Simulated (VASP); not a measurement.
A run of VASP 6.6.1:

The input INCAR:

```
SYSTEM = Re
PREC = Accurate ; ENCUT = 520
EDIFF = 1E-6 ; ISMEAR = -1
SIGMA = 0.1 ; LREAL = .FALSE.
LASPH = .TRUE. ; NELM = 60
ALGO = Normal ; ISIF = 2
LWAVE = .FALSE. ; LCHARG = .FALSE.
GGA = RE ; NBANDS = 10
```

The input KPOINTS:

```
Automatic mesh
0
G
  14 14 14
  0 0 0
```

The input POSCAR:

```
Re
1.0
    2.6554131327      0.0000000000      0.0000000000
    0.0000000000      2.6554131327      0.0000000000
    0.0000000000      0.0000000000      2.6554131327
Re
1
Direct
    0.0000000000      0.0000000000      0.0000000000
```

Potentials or basis: VASP PAW PBE potentials, release 64 (Re).

Command:

```console
$ cat potpaw_PBE.64/Re/POTCAR > POTCAR
$ mpirun -np 1 vasp_std > vasp.out
```

Hardware: 1 thread of Intel(R) Xeon(R) 6975P-C (Granite Rapids) (shared host).

Problem. How long does it take, and how much memory?

Solution. It took 7.6 s on 1 thread of Intel(R) Xeon(R) 6975P-C (Granite Rapids) (shared host), peak memory 0.14 GiB. Counts: scf iterations 11, k points 120.
